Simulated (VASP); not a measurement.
# SiO: single point with PBEsol

The system is SiO.

```
Si O
1.0
     2.74176    0.00000    0.00000
     0.00000    2.74176    0.00000
     0.00000    0.00000    2.74176
Si O
1 1
Direct
  0.00000 0.00000 0.00000
  0.50000 0.50000 0.50000
```

```yaml
Program: VASP 6.6.1
Task: single point
Functional: PBEsol
Potentials_or_basis: VASP PAW PBE potentials, release 64 (Si, O)
Cutoff: 520 eV
k_mesh: 9 × 9 × 9
Occupations: fermi-dirac, width 0.05 eV
Spin: no spin polarisation
Dipole_correction: no
Further_INCAR_settings: ALGO = Normal; EDIFF = 1e-06; NBANDS = 12
```

```json
{"Pressure": "5.1 GPa", "Band gap on the k mesh": "zero (band 5 reaches 9.20 eV, above the bottom of band 6 at 8.29 eV)"}
```

Levels at points of the mesh, in eV from the Fermi level:
```
           k point  band 2  band 3  band 4  band 5  band 6  band 7  band 8  band 9
(0.00, 0.00, 0.00)   -6.81   -3.73   -3.73   -3.73    5.62    5.62    8.66    8.66
```

Wall time 3.1 s on 1 thread of Intel(R) Xeon(R) 6975P-C (Granite Rapids) (shared host), peak memory 0.12 GiB.

Caveat: the PAW data sets were made with another functional, which shifts forces and pressure a little.
